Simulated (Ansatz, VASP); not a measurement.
## SrO in VASP and in Ansatz

```
Sr O
1.0
     0.00000    2.62120    2.56980
     2.62120    0.00000    2.56980
     2.62120    2.62120    0.00000
Sr O
1 1
Direct
  0.00000 0.00000 0.00000
  0.50000 0.50000 0.50000
```

Change from the starting cell: equal xx and yy strain of +2 %.

Alike in both runs: task single point; functional LDA; k mesh 8 × 8 × 8; occupations fermi-dirac, width 0.02 eV; no spin polarisation.

```csv
,VASP,Ansatz
version,VASP 6.6.1,Ansatz 0.2.0
potentials or method,"VASP PAW LDA potentials, release 64 (Sr_sv, O), cutoff 520 eV","all-electron LAPW, scalar-relativistic"
```

Ansatz gave:

| Property | Result |
| --- | --- |
| gap on the k mesh at the Fermi level (eV) | 3.09 |
| pressure (GPa) | -7.2 |
| traceless stress, the component that is largest in VASP (GPa) | 1.29 |

**Question.** Which values does VASP return?

**Answer.** gap on the k mesh at the Fermi level (eV): 3.03; pressure (GPa): -6.6; traceless stress, the component that is largest in VASP (GPa): 1.38.

LDA's correlation is that of Perdew and Zunger in VASP and of Perdew and Wang (1992) in Ansatz. Ansatz ran all-electron here, and VASP with PAW potentials.
